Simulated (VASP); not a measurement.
The system is BAs.

```
CELL_PARAMETERS angstrom
0.00000 2.39187 2.39187
2.39187 0.00000 2.39187
2.39187 2.39187 0.00000
ATOMIC_POSITIONS crystal
B 0.00000 0.00000 0.00000
As 0.25000 0.25000 0.25000
```

Base run:

- Program: VASP 6.6.1
- Functional: HSE06
- Potentials or basis: VASP PAW PBE potentials, release 64 (B, As)
- Cutoff: 520 eV
- k mesh: 6 × 6 × 6
- Occupations: gaussian, width 0.01 eV
- Spin: no spin polarisation

Its results: band gap on the k mesh 1.95 eV, indirect (least direct gap 4.11 eV); pressure -1.2 GPa.

Question: The run is repeated on the same cell with these changes: functional from HSE06 to PBEsol; cutoff from 520 eV to 500 eV; k mesh from 6 × 6 × 6 to 4 × 4 × 4. What comes out?

Answer: Band gap on the k mesh 1.30 eV, indirect (least direct gap 3.22 eV); pressure 0.1 GPa.

Several settings changed at once, so the effect can't be laid on one alone.

Caveats: some runs use coarse meshes; the PAW data sets were made with another functional, which shifts forces and pressure a little.

A k mesh can miss the band edges.
